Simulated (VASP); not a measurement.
A run of VASP 6.6.1:

Contents of INCAR:

```
SYSTEM = P
  PREC = Accurate
  ENCUT = 520
  EDIFF = 1E-6
  ISMEAR = -1
  SIGMA = 0.08
  LREAL = .FALSE.
  LASPH = .TRUE.
  NELM = 60
  ALGO = Normal
  ISIF = 2
  LWAVE = .FALSE.
  LCHARG = .FALSE.
  GGA = PE
  NBANDS = 12
```

The input KPOINTS:

```
regular mesh
0
G
  21 21 12
  0 0 0
```

POSCAR

```
P
1.0
    2.0345237270      0.0000000000      0.0000000000
   -1.0172618635      1.7619492322      0.0000000000
    0.0000000000      0.0000000000      3.3511392238
P
2
Direct
    0.3333333333      0.6666666667      0.2500000000
    0.6666666667      0.3333333333      0.7500000000
```

Potentials or basis: VASP PAW PBE potentials, release 64 (P).

Run with:

```bash
$ cat potpaw_PBE.64/P/POTCAR > POTCAR
$ mpirun -np 1 vasp_std > vasp.out
```

Hardware: 1 thread of AMD EPYC 9R45 96-Core Processor (Zen 5), on a shared host.

Problem. Estimate the wall time of this run.

Solution. Run time: 18 s on 1 thread of AMD EPYC 9R45 96-Core Processor (Zen 5) (shared host), peak memory 0.12 GiB. Counts: scf iterations 11, k points 336.
